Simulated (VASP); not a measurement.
# Ta2N (k07) (P-31m) in VASP: notebook

Runs on Ta2N (k07). Level: LDA. Tasks: single point, relaxation of cell and atoms.

All numbers are computed with VASP 6.6.1; they aren't measurements. Logs are shortened: lines on timing, memory, paths and dates and some standing lists are left out, and cuts for length are marked.

**1. The cell of the first run**

The structure is trigonal, space group P-31m (No. 162). Conventional cell: a = 5.232 Å, b = 5.232 Å, c = 4.877 Å, α = 90.00°, β = 90.00°, γ = 120.00°. Within 2.8 Å of Ta (site symmetry m) lie 3 N at 2.12 to 2.14 Å. N (site symmetry 32) has 6 Ta at 2.14 Å within 2.8 Å. Within 2.8 Å of N (site symmetry -3m) lie 6 Ta at 2.12 Å.

**2. Single point, LDA**

INCAR

```
ALGO = Normal
EDIFF = 1E-7
ENCUT = 520
GGA = CA
ISIF = 2
ISMEAR = 0
LASPH = True
LCHARG = False
LREAL = False
LWAVE = False
NBANDS = 50
NELM = 80
PREC = Accurate
SIGMA = 0.1
```

KPOINTS

```
k-points
0
Gamma
  6 6 4
```

POSCAR

```
Ta2N
1.0
    5.2324061818      0.0000000029      0.0000000000
   -2.6162030934      4.5313966750      0.0000000000
    0.0000000000      0.0000000000      4.8768005230
Ta N
6 3
Direct
    0.6667523936      0.6667523936      0.7528099516
    0.0000000000      0.3332476064      0.7528099516
    0.3332476064      0.0000000000      0.7528099516
    0.3332476064      0.3332476064      0.2471900484
    0.0000000000      0.6667523936      0.2471900484
    0.6667523936      0.0000000000      0.2471900484
    0.6666666667      0.3333333333      0.5000000000
    0.3333333333      0.6666666667      0.5000000000
    0.0000000000      0.0000000000      0.0000000000
```

Potentials or basis: VASP PAW LDA potentials, release 64 (Ta_pv, N).

Started as:

```bash
$ cat potpaw_LDA.64/Ta_pv/POTCAR potpaw_LDA.64/N/POTCAR > POTCAR
$ mpirun -np 1 vasp_std > vasp.out
```

OUTCAR:

```text
EDIFF = 1E-7
   ENCUT = 520
   GGA = CA
   ISIF = 2
   ISMEAR = 0
   LASPH = True
   LREAL = False
   NELM = 80
   PREC = Accurate

 ion  position               nearest neighbor table
   1  0.667  0.667  0.753-   9 2.12   8 2.14   7 2.14   5 2.98   6 2.98   4 2.98   5 3.02   6 3.02
                             3 3.02   2 3.02   4 3.02   3 3.02   2 3.02   2 3.02   3 3.02
   2  0.000  0.333  0.753-   9 2.12   7 2.14   8 2.14   4 2.98   6 2.98   5 2.98   4 3.02   6 3.02
                             3 3.02   1 3.02   5 3.02   1 3.02   3 3.02   1 3.02   3 3.02
   3  0.333  0.000  0.753-   9 2.12   8 2.14   7 2.14   4 2.98   5 2.98   6 2.98   4 3.02   5 3.02
                             2 3.02   1 3.02   6 3.02   1 3.02   2 3.02   2 3.02   1 3.02
   4  0.333  0.333  0.247-   9 2.12   7 2.14   8 2.14   2 2.98   3 2.98   1 2.98   2 3.02   3 3.02
                             6 3.02   5 3.02   1 3.02   6 3.02   5 3.02   5 3.02   6 3.02
   5  0.000  0.667  0.247-   9 2.12   8 2.14   7 2.14   1 2.98   3 2.98   2 2.98   1 3.02   3 3.02
                             6 3.02   4 3.02   2 3.02   4 3.02   6 3.02   4 3.02   6 3.02
   6  0.667  0.000  0.247-   9 2.12   7 2.14   8 2.14   1 2.98   2 2.98   3 2.98   1 3.02   2 3.02
                             5 3.02   4 3.02   3 3.02   4 3.02   5 3.02   5 3.02   4 3.02
   7  0.667  0.333  0.500-   2 2.14   6 2.14   3 2.14   5 2.14   4 2.14   1 2.14
   8  0.333  0.667  0.500-   5 2.14   3 2.14   6 2.14   2 2.14   1 2.14   4 2.14
   9  0.000  0.000  0.000-   3 2.12   6 2.12   5 2.12   2 2.12   1 2.12   4 2.12

  LATTYP: Found a hexagonal cell.
 ALAT       =     5.2324061818
 C/A-ratio  =     0.9320378338

  Lattice vectors:

 A1 = (   5.2324061818,   0.0000000029,   0.0000000000)
 A2 = (  -2.6162030934,   4.5313966750,   0.0000000000)
 A3 = (   0.0000000000,   0.0000000000,   4.8768005230)

Analysis of symmetry for initial positions (statically):
=====================================================================
 Subroutine PRICEL returns:
 Original cell was already a primitive cell.

 Routine SETGRP: Setting up the symmetry group for a
 hexagonal supercell.

 Subroutine GETGRP returns: Found 12 space group operations
 (whereof 12 operations were pure point group operations)
 out of a pool of 24 trial point group operations.

The static configuration has the point symmetry D_3d.

Analysis of symmetry for dynamics (positions and initial velocities):
=====================================================================
 Subroutine PRICEL returns:
 Original cell was already a primitive cell.

 Routine SETGRP: Setting up the symmetry group for a
 hexagonal supercell.

 Subroutine GETGRP returns: Found 12 space group operations
 (whereof 12 operations were pure point group operations)
 out of a pool of 24 trial point group operations.

The dynamic configuration has the point symmetry D_3d.

 Subroutine INISYM returns: Found 12 space group operations
 (whereof 12 operations are pure point group operations),
 and found     1 'primitive' translations

----------------------------------------------------------------------------------------

                                     Primitive cell

  volume of cell :     115.6295

  direct lattice vectors                    reciprocal lattice vectors
     5.232406182  0.000000003  0.000000000     0.191116661  0.110341256  0.000000000
    -2.616203093  4.531396675  0.000000000    -0.000000000  0.220682512  0.000000000
     0.000000000  0.000000000  4.876800523     0.000000000  0.000000000  0.205052471

  length of vectors
     5.232406182  5.232406182  4.876800523     0.220682512  0.220682512  0.205052471

  position of ions in fractional coordinates (direct lattice)
     0.666752394  0.666752394  0.752809952
     0.000000000  0.333247606  0.752809952
     0.333247606  0.000000000  0.752809952
     0.333247606  0.333247606  0.247190048
     0.000000000  0.666752394  0.247190048
     0.666752394  0.000000000  0.247190048
     0.666666667  0.333333333  0.500000000
     0.333333333  0.666666667  0.500000000
     0.000000000  0.000000000  0.000000000

  ion indices of the primitive-cell ions
   primitive index   ion index
                 1           1
                 2           2
                 3           3
                 4           4
                 5           5
                 6           6
                 7           7
                 8           8
                 9           9

----------------------------------------------------------------------------------------

 KPOINTS: k-points

Automatic generation of k-mesh.
 Grid dimensions read from file:
 generate k-points for:    6    6    4

 Generating k-lattice:

  Cartesian coordinates                     Fractional coordinates (reciprocal lattice)
     0.031852777  0.018390209  0.000000000     0.166666667  0.000000000  0.000000000
    -0.000000000  0.036780419  0.000000000     0.000000000  0.166666667  0.000000000
     0.000000000  0.000000000  0.051263118     0.000000000  0.000000000  0.250000000

  Length of vectors
     0.036780419  0.036780419  0.051263118

  Shift w.r.t. Gamma in fractional coordinates (k-lattice)
     0.000000000  0.000000000  0.000000000

 Subroutine IBZKPT returns following result:
 ===========================================

 Found     24 irreducible k-points:

 Following reciprocal coordinates:
            Coordinates               Weight
  0.000000  0.000000  0.000000      1.000000
  0.166667  0.000000  0.000000      6.000000
  0.333333 -0.000000  0.000000      6.000000
  0.500000  0.000000  0.000000      3.000000
  0.166667  0.166667  0.000000      6.000000
  0.333333  0.166667  0.000000     12.000000
[... 16 lines left out ...]
  0.333333  0.166667  0.500000     12.000000
  0.333333  0.333333  0.500000      2.000000
   k-points           NKPTS =     24   k-points in BZ     NKDIM =     24   number of bands    NBANDS=     50
   number of dos      NEDOS =    301   number of ions     NIONS =      9
   total plane-waves  NPLWV =  57600
   dimension x,y,z NGX =    40 NGY =   40 NGZ =   36
   dimension x,y,z NGXF=    80 NGYF=   80 NGZF=   72
   ions per type =               6   3
   NGX,Y,Z   is equivalent  to a cutoff of  12.71, 12.71, 12.27 a.u.
   NGXF,Y,Z  is equivalent  to a cutoff of  25.42, 25.42, 24.54 a.u.
 SYSTEM =  unknown system
   PREC   = accura    normal or accurate (medium, high low for compatibility)
   ISTART =      0    job   : 0-new  1-cont  2-samecut
   ICHARG =      2    charge: 1-file 2-atom 10-const
   ISPIN  =      1    spin polarized calculation?
   LNONCOLLINEAR =      F non collinear calculations
   LSORBIT =      F    spin-orbit coupling
   LASPH  =      T    aspherical Exc in radial PAW
   ENCUT  =  520.0 eV  38.22 Ry    6.18 a.u.   9.73  9.73  9.07*2*pi/ulx,y,z
   NELM   =     80;   NELMIN=  2; NELMDL= -5     # of ELM steps
   EDIFF  = 0.1E-06   stopping-criterion for ELM
   LREAL  =      F    real-space projection
   EDIFFG = 0.1E-05   stopping-criterion for IOM
   NSW    =      0    number of steps for IOM
   IBRION =     -1    ionic relax: 0-MD 1-quasi-New 2-CG
   NFREE  =      0    steps in history (QN), initial steepest desc. (CG)
   ISIF   =      2    stress and relaxation
   ISYM   =      2    0-nonsym 1-usesym 2-fastsym
   POTIM  = 0.5000    time-step for ionic-motion
   TEBEG  =    0.0;   TEEND  =   0.0 temperature during run
   PSTRESS=    0.0 pullay stress
   NELECT =      81.0000    total number of electrons
   NUPDOWN=      -1.0000    fix difference up-down
   EMIN   =  10.00;   EMAX   =-10.00  energy-range for DOS
   EFERMI =   0.00;   METHOD = LEGACY
   ISMEAR =     0;   SIGMA  =   0.10  broadening in eV -4-tet -1-fermi 0-gaus
   EFERMI_NEDOS =   21; number of points for ismear=-14 and -15
   IALGO  =     38    algorithm
   IMIX   =      4    mixing-type and parameters
     AMIX     =   0.40;   BMIX     =  1.00
     AMIX_MAG =   1.60;   BMIX_MAG =  1.00
  volume/ion in A,a.u.               =      12.85        86.70
  Fermi-wavevector in a.u.,A,eV,Ry     =   1.453942  2.747551 28.761988  2.113946
  Thomas-Fermi vector in A             =   2.571150
   LORBIT       =      0    0 simple, 1 ext, 2 COOP (PROOUT), +10 PAW based schemes
   GGA     = CA    functional components
   LHFCALC =     F    Hartree Fock is set to
   AEXX    =    0.0000 exact exchange contribution
   IVDW    =     0    specifies the selected vdW correction
   LEPSILON=     F    determine dielectric tensor
   LRPA    =     F    only Hartree local field effects (RPA)
 non-spin polarized calculation
 Gauss-broadening in eV      SIGMA  =   0.10
  energy-cutoff  :      520.00
  volume of cell :      115.63
 maximum number of plane-waves:      3175
   NGX = 19   NGY = 19   NGZ = 19

 number of electron      81.0000007 magnetization

 Free energy of the ion-electron system (eV)
  ---------------------------------------------------
  ext. energy  EPLUGINS =         0.00000000
  ---------------------------------------------------
  free energy    TOTEN  =      -114.12877605 eV

  energy without entropy =     -114.11668689  energy(sigma->0) =     -114.12273147

 E-fermi :   7.6705     XC(G=0): -13.3477

 val. band max:        7.6629412527   @ k =   0.1667   0.1667   0.0000
 cond. band min:       7.6841216313   @ k =   0.5000   0.0000   0.5000
 fundamental gap:      0.0211803786
 Fermi energy:         7.6705037415

 k-point     1 :       0.0000    0.0000    0.0000
  band No.  band energies     occupation
      1     -27.8814      2.00000
      2     -27.4412      2.00000
      3     -27.2489      2.00000
      4     -27.2489      2.00000
      5     -27.2314      2.00000
      6     -27.2314      2.00000
[... 42 lines left out ...]
     49      10.9527      0.00000
     50      11.4057      0.00000

 k-point     2 :       0.1667    0.0000    0.0000
  band No.  band energies     occupation
      1     -27.8512      2.00000
      2     -27.4731      2.00000
      3     -27.3193      2.00000
      4     -27.3046      2.00000
      5     -27.2637      2.00000
      6     -27.1790      2.00000
[... 1158 lines left out ...]
 k-point    24 :       0.3333    0.3333    0.5000
  band No.  band energies     occupation
      1     -27.6685      2.00000
      2     -27.5822      2.00000
      3     -27.5822      2.00000
      4     -27.3042      2.00000
      5     -27.3042      2.00000
      6     -27.1907      2.00000
[... 42 lines left out ...]
     49      10.7559      0.00000
     50      10.7561      0.00000

------------------------ aborting loop because EDIFF is reached ----------------------------------------

  FORCE on cell =-STRESS in cart. coord.  units (eV):
  Direction    XX          YY          ZZ          XY          YZ          ZX
  --------------------------------------------------------------------------------------
  -------------------------------------------------------------------------------------
  Total        1.1135732      1.1135732      1.0829588      0.0000000      0.0000000      0.0000000
  in kB       15.4298190     15.4298190     15.0056223      0.0000000      0.0000000      0.0000000
  external PRESSURE =      15.2884201 kB  Pullay stress =       0.0000000 kB

 VOLUME and BASIS-vectors are now :
 -----------------------------------------------------------------------------
  energy-cutoff  :      520.00
  volume of cell :      115.63
      direct lattice vectors                 reciprocal lattice vectors
     5.232406182  0.000000003  0.000000000     0.191116661  0.110341256  0.000000000
    -2.616203093  4.531396675  0.000000000    -0.000000000  0.220682512  0.000000000
     0.000000000  0.000000000  4.876800523     0.000000000  0.000000000  0.205052471

 POSITION                                       TOTAL-FORCE (eV/Angst)
 -----------------------------------------------------------------------------------
      1.74436      3.02132      3.67130         0.006223      0.010779      0.023760
     -0.87184      1.51008      3.67130         0.006223     -0.010779      0.023760
      1.74369      0.00000      3.67130        -0.012446     -0.000000      0.023760
      0.87184      1.51008      1.20550        -0.006223     -0.010779     -0.023760
     -1.74436      3.02132      1.20550        -0.006223      0.010779     -0.023760
      3.48872      0.00000      1.20550         0.012446      0.000000     -0.023760
      2.61620      1.51047      2.43840        -0.000000     -0.000000      0.000000
     -0.00000      3.02093      2.43840        -0.000000     -0.000000      0.000000
      0.00000      0.00000      0.00000        -0.000000     -0.000000      0.000000
 -----------------------------------------------------------------------------------
    total drift:                                0.000000     -0.000000      0.000000

  FREE ENERGIE OF THE ION-ELECTRON SYSTEM (eV)
  ---------------------------------------------------
  free  energy   TOTEN  =      -114.1287760463 eV

  energy  without entropy=     -114.1166868931  energy(sigma->0) =     -114.12273147
```

Wall time 73 s (1 thread of Intel Xeon 6975P-C (Granite Rapids), shared host); peak memory 0.25 GiB.

Results:

- Free energy: -114.1288 eV
- Pressure: 1.5 GPa
- Largest force: 0.027 eV/Å

Forces in eV/Å, atoms in the order of the input:
```
Ta   0.006  0.011  0.024
Ta   0.006 -0.011  0.024
Ta  -0.012  0.000  0.024
Ta  -0.006 -0.011 -0.024
Ta  -0.006  0.011 -0.024
Ta   0.012  0.000 -0.024
N    0.000  0.000  0.000
N    0.000  0.000  0.000
N    0.000  0.000  0.000
```

Levels at points of the mesh, in eV from the Fermi level:
| k point | band 37 | band 38 | band 39 | band 40 | band 41 | band 42 | band 43 | band 44 | band 45 | band 46 |
| --- | --- | --- | --- | --- | --- | --- | --- | --- | --- | --- |
| (0.00, 0.00, 0.00) | -1.48 | -0.83 | -0.45 | -0.45 | -0.32 | -0.11 | -0.11 | 0.73 | 0.73 | 1.86 |
| (0.50, 0.00, 0.00) | -2.08 | -1.99 | -1.33 | 0.44 | 0.63 | 1.00 | 1.05 | 1.92 | 2.37 | 2.51 |
| (0.00, 0.00, 0.50) | -1.68 | -1.68 | -1.38 | -1.38 | -0.95 | 0.68 | 0.68 | 0.88 | 2.15 | 2.15 |
| (0.50, 0.00, 0.50) | -2.14 | -1.28 | -1.22 | -0.72 | 0.01 | 0.18 | 0.24 | 0.73 | 1.07 | 2.81 |

Caveat: spin-orbit coupling is left out, which moves the levels of the heavy elements.

**3. Single point, LDA**

This run uses another cell than the first one, of 13.33 Å³/atom, 1.038 times its volume.

INCAR

```
SYSTEM = Ta2N
PREC = Accurate ; ENCUT = 520
EDIFF = 1E-6 ; ISMEAR = 0
SIGMA = 0.1 ; LREAL = .FALSE.
LASPH = .TRUE. ; NELM = 100
ALGO = Normal ; ISIF = 2
LWAVE = .FALSE. ; LCHARG = .FALSE.
NBANDS = 50
```

KPOINTS

```
regular mesh
0
G
  6 6 4
  0 0 0
```

POSCAR

```
Ta2N
1.0
    5.2965720500      0.0000000000      0.0000000000
   -2.6482860300      4.5869659500      0.0000000000
    0.0000000000      0.0000000000      4.9391825700
Ta N
6 3
Direct
    0.6663616800      0.6663616800      0.7536182600
    0.0000000000      0.3336383200      0.7536182600
    0.3336383200      0.0000000000      0.7536182600
    0.3336383200      0.3336383200      0.2463817400
    0.0000000000      0.6663616800      0.2463817400
    0.6663616800      0.0000000000      0.2463817400
    0.6666666700      0.3333333300      0.5000000000
    0.3333333300      0.6666666700      0.5000000000
    0.0000000000      0.0000000000      0.0000000000
```

Potentials or basis: VASP PAW LDA potentials, release 64 (Ta_pv, N).

Started as:

```bash
$ cat potpaw_LDA.64/Ta_pv/POTCAR potpaw_LDA.64/N/POTCAR > POTCAR
$ mpirun -np 1 vasp_std > vasp.out
```

OUTCAR:

```text
SYSTEM = Ta2N
   PREC = Accurate
   ENCUT = 520
   EDIFF = 1E-6
   ISMEAR = 0
   LREAL = .FALSE.
   LASPH = .TRUE.
   NELM = 100
   ISIF = 2

 ion  position               nearest neighbor table
   1  0.666  0.666  0.754-   9 2.15   8 2.16   7 2.16   4 3.00   5 3.01   6 3.01   2 3.06   3 3.06
                             2 3.06   3 3.06   3 3.06   2 3.06   4 3.06   5 3.07   6 3.07
   2  0.000  0.334  0.754-   9 2.15   7 2.16   8 2.16   5 3.00   6 3.01   4 3.01   3 3.06   1 3.06
                             3 3.06   1 3.06   1 3.06   3 3.06   5 3.06   6 3.07   4 3.07
   3  0.334  0.000  0.754-   9 2.15   8 2.16   7 2.16   6 3.00   5 3.01   4 3.01   2 3.06   2 3.06
                             1 3.06   1 3.06   1 3.06   2 3.06   6 3.06   5 3.07   4 3.07
   4  0.334  0.334  0.246-   9 2.15   7 2.16   8 2.16   1 3.00   2 3.01   3 3.01   5 3.06   6 3.06
                             5 3.06   6 3.06   6 3.06   5 3.06   1 3.06   2 3.07   3 3.07
   5  0.000  0.666  0.246-   9 2.15   8 2.16   7 2.16   2 3.00   3 3.01   1 3.01   6 3.06   4 3.06
                             6 3.06   4 3.06   4 3.06   6 3.06   2 3.06   3 3.07   1 3.07
   6  0.666  0.000  0.246-   9 2.15   7 2.16   8 2.16   3 3.00   2 3.01   1 3.01   5 3.06   5 3.06
                             4 3.06   4 3.06   4 3.06   5 3.06   3 3.06   2 3.07   1 3.07
[... 1478 lines left out ...]
     50      10.2489      0.00000

------------------------ aborting loop because EDIFF is reached ----------------------------------------

  FORCE on cell =-STRESS in cart. coord.  units (eV):
  Direction    XX          YY          ZZ          XY          YZ          ZX
  --------------------------------------------------------------------------------------
  -------------------------------------------------------------------------------------
  Total       -7.1715702     -7.1715702     -7.4522070      0.0000000      0.0000000     -0.0000000
  in kB      -95.7523317    -95.7523318    -99.4992973      0.0000001      0.0000000     -0.0000000
  external PRESSURE =     -97.0013203 kB  Pullay stress =       0.0000000 kB

 VOLUME and BASIS-vectors are now :
 -----------------------------------------------------------------------------
  energy-cutoff  :      520.00
  volume of cell :      120.00
      direct lattice vectors                 reciprocal lattice vectors
     5.296572050  0.000000000  0.000000000     0.188801359  0.109004515  0.000000000
    -2.648286030  4.586965950  0.000000000     0.000000000  0.218009031  0.000000000
     0.000000000  0.000000000  4.939182570     0.000000000  0.000000000  0.202462652

 POSITION                                       TOTAL-FORCE (eV/Angst)
 -----------------------------------------------------------------------------------
      1.76472      3.05658      3.72226         0.019188      0.033234     -0.138369
     -0.88357      1.53039      3.72226         0.019188     -0.033234     -0.138369
      1.76714      0.00000      3.72226        -0.038376      0.000000     -0.138369
      0.88357      1.53039      1.21692        -0.019188     -0.033234      0.138369
     -1.76472      3.05658      1.21692        -0.019188      0.033234      0.138369
      3.52943      0.00000      1.21692         0.038376      0.000000      0.138369
      2.64829      1.52899      2.46959        -0.000000      0.000000     -0.000000
     -0.00000      3.05798      2.46959        -0.000000      0.000000     -0.000000
      0.00000      0.00000      0.00000         0.000000      0.000000     -0.000000
 -----------------------------------------------------------------------------------
    total drift:                                0.000000      0.000000     -0.000000

  FREE ENERGIE OF THE ION-ELECTRON SYSTEM (eV)
  ---------------------------------------------------
  free  energy   TOTEN  =      -114.0129436103 eV

  energy  without entropy=     -114.0011438975  energy(sigma->0) =     -114.00704375
```

stdout:

```text
POSCAR found type information on POSCAR TaN
 POSCAR found :  2 types and       9 ions
 scaLAPACK will be used
 LDA part: xc-table for (Slater(with rela. corr.)+CA(PZ))
 , standard interpolation
 POSCAR, INCAR and KPOINTS ok, starting setup
 FFT: planning ... GRIDC
 FFT: planning ... GRID_SOFT
 FFT: planning ... GRID
 WAVECAR not read
 entering main loop
```

Wall time 75 s (1 thread of Intel Xeon 6975P-C (Granite Rapids), shared host); peak memory 0.25 GiB.

Results:

```yaml
Free_energy: -114.0129 eV
Pressure: -9.7 GPa
Largest_force: 0.144 eV/Å
```

Forces in eV/Å, atoms in the order of the input:
```
Ta   0.019  0.033 -0.138
Ta   0.019 -0.033 -0.138
Ta  -0.038  0.000 -0.138
Ta  -0.019 -0.033  0.138
Ta  -0.019  0.033  0.138
Ta   0.038  0.000  0.138
N    0.000  0.000  0.000
N    0.000  0.000  0.000
N    0.000  0.000  0.000
```

Caveat: spin-orbit coupling is left out, which moves the levels of the heavy elements.

[end of part 1 of 2]
